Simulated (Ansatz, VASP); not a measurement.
TaH in VASP and in Ansatz

```
Ta H
1.0
     1.40150   -2.80044    0.00000
     1.40150    2.80044    0.00000
     0.00000    0.00000    2.87288
Ta H
1 1
Direct
  0.50000 0.50000 0.00000
  0.00000 0.00000 0.50000
```

Alike in both runs: functional PBE; k mesh 7 × 7 × 5; occupations gaussian, width 0.2 eV; no spin polarisation.

Ansatz relaxed the structure, and its values are those at the end. VASP's run is a single point on that final structure, the one shown.

|  | VASP | Ansatz |
| --- | --- | --- |
| version | VASP 6.6.1 | Ansatz 0.2.0 |
| potentials or method | VASP PAW PBE potentials, release 64 (Ta_pv, H), cutoff 500 eV | scalar-relativistic, plane waves, PAW |
| valence electrons in the cell | 12 | 14 |

```tsv
	VASP	Ansatz	Ansatz less VASP
gap on the k mesh at the Fermi level (eV)	none	none	-
pressure (GPa)	0.1	0.1	-0.04
```

A gap of «none» marks a metal or a gap that the smearing closes. VASP's potentials hold 12 valence electrons a cell and Ansatz's 14, so a difference there can come from the potentials and not from the codes.

The k mesh is coarse, so the values compare programs but aren't converged. Spin-orbit coupling is off throughout.
